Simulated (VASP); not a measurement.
# TaN in VASP: further runs, part 2 of 2

VASP 6.6.1.

## (4) Single point, PBE (equal xy, yz and zx shear strains of +3 %)

INCAR

```
SYSTEM = TaN
  PREC = Accurate
  ENCUT = 520
  EDIFF = 1E-6
  ISMEAR = -1
  SIGMA = 0.02
  LREAL = .FALSE.
  LASPH = .TRUE.
  NELM = 80
  ALGO = Normal
  ISIF = 2
  LWAVE = .FALSE.
  LCHARG = .FALSE.
  GGA = PE
  NBANDS = 15
```

KPOINTS

```
regular mesh
0
G
  12 12 10
  0 0 0
```

POSCAR

```
TaN
1.0
    2.9379988584      0.0440699829      0.0440699829
   -1.4308337045      2.5223466563      0.0161307333
    0.0432450000      0.0432450000      2.8830000000
Ta N
1 1
Direct
    0.3333333333      0.6666666667      0.5000000000
    0.0000000000      0.0000000000      0.0000000000
```

Command:

```bash
cat potpaw_PBE.64/Ta_pv/POTCAR potpaw_PBE.64/N/POTCAR > POTCAR
mpirun -np 1 vasp_std > vasp.out
```

Run time: 1.8 min. Hardware: 1 thread of Intel Xeon 6975P-C, shared host; peak memory 0.35 GiB.

It converged, with:

* Free energy: -22.3984 eV
* Pressure: 6.4 GPa
* Largest force: 0.049 eV/Å
* Band gap on the k mesh: zero (band 8 reaches 8.44 eV, above the bottom of band 9 at 8.21 eV)

Forces in eV/Å, atoms in the order of the input:
```
Ta   0.016 -0.004 -0.046
N   -0.016  0.004  0.046
```

Stress tensor (GPa, compression positive):
```
 5.66 -6.60 -7.05
-6.60  6.19 -7.04
-7.05 -7.04  7.21
```

Levels at points of the mesh, in eV from the Fermi level:
| k point | band 5 | band 6 | band 7 | band 8 | band 9 | band 10 | band 11 | band 12 |
| --- | --- | --- | --- | --- | --- | --- | --- | --- |
| (0.00, 0.00, 0.00) | -4.78 | -4.42 | -4.17 | -2.93 | 2.12 | 3.26 | 3.57 | 4.19 |
| (0.50, 0.00, 0.00) | -8.33 | -5.22 | -3.49 | -3.06 | 3.15 | 4.08 | 5.19 | 5.31 |
| (0.00, 0.50, 0.00) | -8.29 | -5.22 | -3.46 | -3.18 | 2.89 | 4.09 | 5.12 | 5.40 |
| (0.50, 0.50, 0.00) | -8.25 | -5.21 | -3.42 | -3.31 | 2.65 | 4.14 | 5.10 | 5.45 |
| (0.00, 0.00, 0.50) | -9.35 | -3.83 | -3.70 | -0.40 | 0.23 | 2.33 | 3.26 | 3.49 |
| (0.50, 0.00, 0.50) | -7.31 | -6.18 | -5.51 | -0.51 | 4.22 | 5.23 | 5.97 | 7.09 |
| (0.00, 0.50, 0.50) | -7.33 | -6.20 | -5.69 | -0.35 | 4.16 | 5.24 | 6.09 | 7.07 |
| (0.50, 0.50, 0.50) | -7.35 | -6.21 | -5.87 | -0.18 | 4.10 | 5.41 | 6.12 | 7.08 |

Caveat: the cell differs from its parent crystal (equal xy, yz and zx shear strains of +3 %); spin-orbit coupling is left out, which moves the levels of the heavy elements.

## (5) Single point, PBE (z stretched by +3 % at fixed volume)

INCAR

```
PREC = Accurate ; ENCUT = 520
EDIFF = 1E-6 ; ISMEAR = -1
SIGMA = 0.02 ; LREAL = F
LASPH = T ; NELM = 80
ALGO = Normal ; ISIF = 2
LWAVE = F ; LCHARG = T
GGA = PE ; LELF = T
LVHAR = T ; NBANDS = 15
```

KPOINTS

```
regular mesh
0
Gamma
  12 12 10
```

POSCAR

```
TaN
1.0
    2.8948962945      0.0000000000      0.0000000000
   -1.4474481472      2.5070537324      0.0000000000
    0.0000000000      0.0000000000      2.9694900000
Ta N
1 1
Direct
    0.3333333333      0.6666666667      0.5000000000
    0.0000000000      0.0000000000      0.0000000000
```

Command:

```bash
cat potpaw_PBE.64/Ta_pv/POTCAR potpaw_PBE.64/N/POTCAR > POTCAR
mpirun -np 1 vasp_std > vasp.out
```

Run time: 15 s. Hardware: 1 thread of Intel Xeon Platinum 8375C at 2.90GHz (Ice Lake), shared host; peak memory 0.16 GiB.

It converged, with:

```yaml
Free_energy: -22.3893 eV
Pressure: 4.6 GPa
Band_gap_on_the_k_mesh: zero (band 8 reaches 8.45 eV, above the bottom of band 9 at 8.10 eV)
```

Stress tensor (GPa, compression positive):
```
 13.57   0.00   0.00
  0.00  13.57   0.00
  0.00   0.00 -13.26
```

Levels at points of the mesh, in eV from the Fermi level:
| k point | band 6 | band 7 | band 8 | band 9 | band 10 | band 11 |
| --- | --- | --- | --- | --- | --- | --- |
| (0.00, 0.00, 0.00) | -4.24 | -4.24 | -3.21 | 2.57 | 3.30 | 3.30 |
| (0.50, 0.00, 0.00) | -5.58 | -3.57 | -2.97 | 2.80 | 4.36 | 4.93 |
| (0.00, 0.00, 0.50) | -3.40 | -3.40 | -0.18 | -0.18 | 1.70 | 3.59 |
| (0.50, 0.00, 0.50) | -6.27 | -5.39 | -0.58 | 4.10 | 5.59 | 5.60 |

Caveat: the cell differs from its parent crystal (z stretched by +3 % at fixed volume); spin-orbit coupling is left out, which moves the levels of the heavy elements.

## (6) Single point, PBE

This run uses another cell than the first one, of 10.78 Å³/atom, 0.943 times its volume.

INCAR

```
SYSTEM = TaN
PREC = Accurate ; ENCUT = 520
EDIFF = 1E-6 ; ISMEAR = -1
SIGMA = 0.01 ; LREAL = .False.
LASPH = .True. ; NELM = 60
ALGO = Normal ; ISIF = 2
LWAVE = .False. ; LCHARG = .False.
GGA = PE ; NBANDS = 15
```

KPOINTS

```
Automatic mesh
0
Gamma
  12 12 10
  0 0 0
```

POSCAR

```
TaN
1.0
    2.9379988584      0.0000000000      0.0000000000
   -1.4689994292      2.5443816477      0.0000000000
    0.0000000000      0.0000000000      2.8830000000
Ta N
1 1
Direct
    0.3333333333      0.6666666667      0.5000000000
    0.0000000000      0.0000000000      0.0000000000
```

Potentials or basis: VASP PAW PBE potentials, release 64 (Ta_pv, N).

Command:

```bash
cat potpaw_PBE.64/Ta_pv/POTCAR potpaw_PBE.64/N/POTCAR > POTCAR
mpirun -np 1 vasp_std > vasp.out
```

It took 14 s on 1 thread of Intel Xeon Platinum 8375C at 2.90GHz (Ice Lake), shared host; peak memory 0.17 GiB.

Results (log left out):

- Free energy: -22.4406 eV
- Pressure: 5.4 GPa
- Band gap on the k mesh: zero (band 8 reaches 8.67 eV, above the bottom of band 9 at 8.17 eV)

Stress tensor (GPa, compression positive):
```
4.98 0.00 0.00
0.00 4.98 0.00
0.00 0.00 6.22
```

Levels at points of the mesh, in eV from the Fermi level:
```
           k point  band 4  band 5  band 6  band 7  band 8  band 9  band 10  band 11  band 12  band 13
(0.00, 0.00, 0.00)  -17.90   -4.69   -4.69   -4.33   -3.05    2.09     3.46     3.46     3.88     3.88
(0.50, 0.00, 0.00)  -15.62   -8.41   -5.31   -3.60   -3.31    2.90     3.90     5.10     5.18     7.32
(0.00, 0.00, 0.50)  -15.26   -9.47   -3.87   -3.87   -0.21   -0.21     2.28     3.21     3.21     8.08
(0.50, 0.00, 0.50)  -15.92   -7.44   -6.31   -5.81   -0.49    4.04     5.23     5.92     6.96    10.07
```

Caveat: spin-orbit coupling is left out, which moves the levels of the heavy elements.

## (7) The runs side by side

| cell | smearing | gap on the mesh (eV) | pressure (GPa) |
| --- | --- | --- | --- |
| a = 2.996, b = 2.996, c = 2.940 Å, angles 90.0, 90.0, 120.0°, 2 atoms | fermi-dirac 0.02 eV | none | -13.2 |
| a = 2.938, b = 2.938, c = 2.941 Å, angles 90.0, 90.0, 120.0°, 2 atoms | fermi-dirac 0.02 eV | none | -1.9 |
| a = 2.939, b = 2.900, c = 2.884 Å, angles 89.4, 88.3, 118.7°, 2 atoms | fermi-dirac 0.02 eV | none | 6.4 |
| a = 2.895, b = 2.895, c = 2.969 Å, angles 90.0, 90.0, 120.0°, 2 atoms | fermi-dirac 0.02 eV | none | 4.6 |
| a = 2.938, b = 2.938, c = 2.883 Å, angles 90.0, 90.0, 120.0°, 2 atoms | fermi-dirac 0.01 eV | none | 5.4 |

Alike in all rows: task single point; level PBE; potentials or basis VASP PAW PBE potentials, release 64 (Ta_pv, N); no spin polarisation; k mesh 12 × 12 × 10; cutoff (eV) 520.

Caveats: spin-orbit coupling is left out, which moves the levels of the heavy elements.

Total energies depend on the potentials used, so only differences within one code and one set of settings carry meaning.
